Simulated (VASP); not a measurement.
# As (R-3m) in VASP: further runs, part 2 of 2

VASP 6.6.1. The steps go on from the part before.

### Step 3. Single point, PBEsol (volume scaled by 0.98)

INCAR reads:

```
  PREC = Accurate
  ENCUT = 520
  EDIFF = 1E-6
  ISMEAR = -1
  SIGMA = 0.05
  LREAL = False
  LASPH = True
  NELM = 80
  ALGO = Normal
  ISIF = 2
  LWAVE = False
  LCHARG = True
  GGA = PS
  LELF = True
  LVHAR = True
  NBANDS = 12
```

KPOINTS reads:

```
Automatic mesh
0
Gamma
  9 9 9
```

POSCAR reads:

```
As
1.0
    1.8681737204      1.0785906003      3.4904769752
   -1.8681737204      1.0785906003      3.4904769752
    0.0000000000     -2.1571812007      3.4904769752
As
2
Direct
    0.2260000000      0.2260000000      0.2260000000
    0.7740000000      0.7740000000      0.7740000000
```

Potentials or basis: VASP PAW PBE potentials, release 64 (As).

On the command line:

```sh
$ cat potpaw_PBE.64/As/POTCAR > POTCAR
$ mpirun -np 1 vasp_std > vasp.out
```

OUTCAR:

```text
PREC = Accurate
   ENCUT = 520
   EDIFF = 1E-6
   ISMEAR = -1
   LREAL = False
   LASPH = True
   NELM = 80
   ISIF = 2
   GGA = PS

 ion  position               nearest neighbor table
   1  0.226  0.226  0.226-   2 2.49   2 2.49   2 2.49
   2  0.774  0.774  0.774-   1 2.49   1 2.49   1 2.49

  LATTYP: Found a trigonal (rhomboedric) cell.
 ALAT       =     4.1032743324
 COS(alpha) =     0.5854247172

  Lattice vectors:

 A1 = (   1.8681737204,   1.0785906003,   3.4904769752)
 A2 = (  -1.8681737204,   1.0785906003,   3.4904769752)
 A3 = (   0.0000000000,  -2.1571812007,   3.4904769752)

Analysis of symmetry for initial positions (statically):
=====================================================================
 Subroutine PRICEL returns:
 Original cell was already a primitive cell.

 Routine SETGRP: Setting up the symmetry group for a
 trigonal (rhombohedral) supercell.

 Subroutine GETGRP returns: Found 12 space group operations
 (whereof 12 operations were pure point group operations)
 out of a pool of 12 trial point group operations.

The static configuration has the point symmetry D_3d.

Analysis of symmetry for dynamics (positions and initial velocities):
=====================================================================
 Subroutine PRICEL returns:
 Original cell was already a primitive cell.

 Routine SETGRP: Setting up the symmetry group for a
 trigonal (rhombohedral) supercell.

 Subroutine GETGRP returns: Found 12 space group operations
 (whereof 12 operations were pure point group operations)
 out of a pool of 12 trial point group operations.

The dynamic configuration has the point symmetry D_3d.

 Subroutine INISYM returns: Found 12 space group operations
 (whereof 12 operations are pure point group operations),
 and found     1 'primitive' translations

----------------------------------------------------------------------------------------

                                     Primitive cell

  volume of cell :      42.1998

  direct lattice vectors                    reciprocal lattice vectors
     1.868173720  1.078590600  3.490476975     0.267641063  0.154522640  0.095497932
    -1.868173720  1.078590600  3.490476975    -0.267641063  0.154522640  0.095497932
     0.000000000 -2.157181201  3.490476975     0.000000000 -0.309045279  0.095497932

  length of vectors
     4.103274332  4.103274332  4.103274332     0.323463815  0.323463815  0.323463815

  position of ions in fractional coordinates (direct lattice)
     0.226000000  0.226000000  0.226000000
     0.774000000  0.774000000  0.774000000

  ion indices of the primitive-cell ions
   primitive index   ion index
                 1           1
                 2           2

----------------------------------------------------------------------------------------

 KPOINTS: Automatic mesh

Automatic generation of k-mesh.
 Grid dimensions read from file:
 generate k-points for:    9    9    9

 Generating k-lattice:

  Cartesian coordinates                     Fractional coordinates (reciprocal lattice)
     0.029737896  0.017169182  0.010610881     0.111111111  0.000000000  0.000000000
    -0.029737896  0.017169182  0.010610881     0.000000000  0.111111111  0.000000000
     0.000000000 -0.034338364  0.010610881     0.000000000  0.000000000  0.111111111

  Length of vectors
     0.035940424  0.035940424  0.035940424

  Shift w.r.t. Gamma in fractional coordinates (k-lattice)
     0.000000000  0.000000000  0.000000000

 Subroutine IBZKPT returns following result:
 ===========================================

 Found     85 irreducible k-points:

 Following reciprocal coordinates:
            Coordinates               Weight
  0.000000  0.000000  0.000000      1.000000
  0.111111  0.000000  0.000000      6.000000
  0.222222  0.000000  0.000000      6.000000
  0.333333 -0.000000 -0.000000      6.000000
  0.444444  0.000000  0.000000      6.000000
  0.111111  0.111111  0.000000      6.000000
[... 16 lines left out ...]
 -0.333333  0.333333  0.000000      6.000000
  0.444444  0.444444  0.000000      6.000000
 [... further k-points ...]
   k-points           NKPTS =     85   k-points in BZ     NKDIM =     85   number of bands    NBANDS=     12
   number of dos      NEDOS =    301   number of ions     NIONS =      2
   total plane-waves  NPLWV =  32768
   dimension x,y,z NGX =    32 NGY =   32 NGZ =   32
   dimension x,y,z NGXF=    64 NGYF=   64 NGZF=   64
   ions per type =               2
   NGX,Y,Z   is equivalent  to a cutoff of  12.96, 12.96, 12.96 a.u.
   NGXF,Y,Z  is equivalent  to a cutoff of  25.93, 25.93, 25.93 a.u.
 SYSTEM =  unknown system
   PREC   = accura    normal or accurate (medium, high low for compatibility)
   ISTART =      0    job   : 0-new  1-cont  2-samecut
   ICHARG =      2    charge: 1-file 2-atom 10-const
   ISPIN  =      1    spin polarized calculation?
   LNONCOLLINEAR =      F non collinear calculations
   LSORBIT =      F    spin-orbit coupling
   LASPH  =      T    aspherical Exc in radial PAW
   ENCUT  =  520.0 eV  38.22 Ry    6.18 a.u.   7.63  7.63  7.63*2*pi/ulx,y,z
   NELM   =     80;   NELMIN=  2; NELMDL= -5     # of ELM steps
   EDIFF  = 0.1E-05   stopping-criterion for ELM
   LREAL  =      F    real-space projection
   EDIFFG = 0.1E-04   stopping-criterion for IOM
   NSW    =      0    number of steps for IOM
   IBRION =     -1    ionic relax: 0-MD 1-quasi-New 2-CG
   NFREE  =      0    steps in history (QN), initial steepest desc. (CG)
   ISIF   =      2    stress and relaxation
   ISYM   =      2    0-nonsym 1-usesym 2-fastsym
   POTIM  = 0.5000    time-step for ionic-motion
   TEBEG  =    0.0;   TEEND  =   0.0 temperature during run
   PSTRESS=    0.0 pullay stress
   NELECT =      10.0000    total number of electrons
   NUPDOWN=      -1.0000    fix difference up-down
   EMIN   =  10.00;   EMAX   =-10.00  energy-range for DOS
   EFERMI =   0.00;   METHOD = LEGACY
   ISMEAR =    -1;   SIGMA  =   0.05  broadening in eV -4-tet -1-fermi 0-gaus
   EFERMI_NEDOS =   21; number of points for ismear=-14 and -15
   IALGO  =     38    algorithm
   IMIX   =      4    mixing-type and parameters
     AMIX     =   0.40;   BMIX     =  1.00
     AMIX_MAG =   1.60;   BMIX_MAG =  1.00
  volume/ion in A,a.u.               =      21.10       142.39
  Fermi-wavevector in a.u.,A,eV,Ry     =   1.013067  1.914419 13.963725  1.026305
  Thomas-Fermi vector in A             =   2.146214
   LORBIT       =      0    0 simple, 1 ext, 2 COOP (PROOUT), +10 PAW based schemes
   GGA     = PS    functional components
   LHFCALC =     F    Hartree Fock is set to
   AEXX    =    0.0000 exact exchange contribution
   IVDW    =     0    specifies the selected vdW correction
   LEPSILON=     F    determine dielectric tensor
   LRPA    =     F    only Hartree local field effects (RPA)
 non-spin polarized calculation
  energy-cutoff  :      520.00
  volume of cell :       42.20
 maximum number of plane-waves:      1148
   NGX = 15   NGY = 15   NGZ = 15

 number of electron      10.0000000 magnetization

 Free energy of the ion-electron system (eV)
  ---------------------------------------------------
  ext. energy  EPLUGINS =         0.00000000
  ---------------------------------------------------
  free energy    TOTEN  =       -10.19666043 eV

  energy without entropy =      -10.19512745  energy(sigma->0) =      -10.19589394

 E-fermi :   5.5745     XC(G=0): -10.1924

 val. band max:        5.5743737723   @ k =   0.4444   0.3333   0.3333
 cond. band min:       5.8151784147   @ k =   0.4444   0.1111   0.1111
 fundamental gap:      0.2408046423
 Fermi energy:         5.5745381842

 k-point     1 :       0.0000    0.0000    0.0000
  band No.  band energies     occupation
      1      -9.7065      2.00000
      2      -0.1157      2.00000
      3       3.0108      2.00000
      4       3.4865      2.00000
      5       3.4865      2.00000
      6       7.1210      0.00000
      7       8.4846      0.00000
      8       8.4846      0.00000
      9      12.3857      0.00000
     10      12.3857      0.00000
     11      12.9312      0.00000
     12      14.2885      0.00000
[... 331 lines left out ...]
 k-point    24 :       0.4444    0.4444    0.0000
  band No.  band energies     occupation
      1      -7.0424      2.00000
      2      -4.0691      2.00000
      3      -0.4072      2.00000
      4       1.3539      2.00000
      5       1.3560      2.00000
      6       6.8801      0.00000
      7      11.0714      0.00000
      8      12.4220      0.00000
      9      12.5572      0.00000
     10      16.0621      0.00000
     11      17.0683      0.00000
     12      18.4439      0.00000

 [... further k-points ...]
[... 5 lines left out ...]
  --------------------------------------------------------------------------------------
  -------------------------------------------------------------------------------------
  Total        0.7604744      0.7604744      0.3614897      0.0000000     -0.0000000      0.0000000
  in kB       28.8725568     28.8725567     13.7245034      0.0000000     -0.0000000      0.0000000
  external PRESSURE =      23.8232056 kB  Pullay stress =       0.0000000 kB

 VOLUME and BASIS-vectors are now :
 -----------------------------------------------------------------------------
  energy-cutoff  :      520.00
  volume of cell :       42.20
      direct lattice vectors                 reciprocal lattice vectors
     1.868173720  1.078590600  3.490476975     0.267641063  0.154522640  0.095497932
    -1.868173720  1.078590600  3.490476975    -0.267641063  0.154522640  0.095497932
     0.000000000 -2.157181201  3.490476975     0.000000000 -0.309045279  0.095497932

 POSITION                                       TOTAL-FORCE (eV/Angst)
 -----------------------------------------------------------------------------------
      0.00000     -0.00000      2.36654         0.000000     -0.000000      0.586851
      0.00000     -0.00000      8.10489         0.000000      0.000000     -0.586851
 -----------------------------------------------------------------------------------
    total drift:                               -0.000000     -0.000000      0.000000

  FREE ENERGIE OF THE ION-ELECTRON SYSTEM (eV)
  ---------------------------------------------------
  free  energy   TOTEN  =       -10.1966604305 eV

  energy  without entropy=      -10.1951274539  energy(sigma->0) =      -10.19589394
```

OSZICAR:

```text
N       E                     dE             d eps       ncg     rms          rms(c)
DAV:   1     0.273910200305E+02    0.27391E+02   -0.43096E+03  2040   0.702E+02
DAV:   2    -0.866814038385E+01   -0.36059E+02   -0.34417E+02  2656   0.110E+02
DAV:   3    -0.102280303615E+02   -0.15599E+01   -0.15542E+01  2560   0.237E+01
DAV:   4    -0.102351897481E+02   -0.71594E-02   -0.71583E-02  2316   0.181E+00
DAV:   5    -0.102352061442E+02   -0.16396E-04   -0.16397E-04  2536   0.937E-02    0.356E+00
DAV:   6    -0.102101056994E+02    0.25100E-01   -0.74320E-03  2328   0.461E-01    0.213E+00
DAV:   7    -0.101966427516E+02    0.13463E-01   -0.15639E-02  2292   0.688E-01    0.687E-02
DAV:   8    -0.101966462041E+02   -0.34525E-05   -0.52591E-04  2428   0.139E-01    0.250E-02
DAV:   9    -0.101966607422E+02   -0.14538E-04   -0.33706E-05  2440   0.342E-02    0.136E-02
DAV:  10    -0.101966604305E+02    0.31178E-06   -0.18714E-06  2092   0.777E-03
   1 F= -.10196660E+02 E0= -.10195894E+02  d E =-.153298E-02
```

It took 62 s on 1 thread of Intel Xeon 8259CL, shared host; peak memory 0.19 GiB.

What came out:

```yaml
Free_energy: -10.1967 eV
Pressure: 2.4 GPa
Largest_force: 0.587 eV/Å
Band_gap_on_the_k_mesh: zero (band 5 reaches 5.57 eV, above the bottom of band 6 at 5.47 eV)
```

Forces on the atoms (eV/Å):
```
As   0.000  0.000  0.587
As   0.000  0.000 -0.587
```

Stress tensor (GPa, compression positive):
```
2.89 0.00 0.00
0.00 2.89 0.00
0.00 0.00 1.37
```

Caveat: the PAW data sets were made with another functional, which shifts forces and pressure a little.
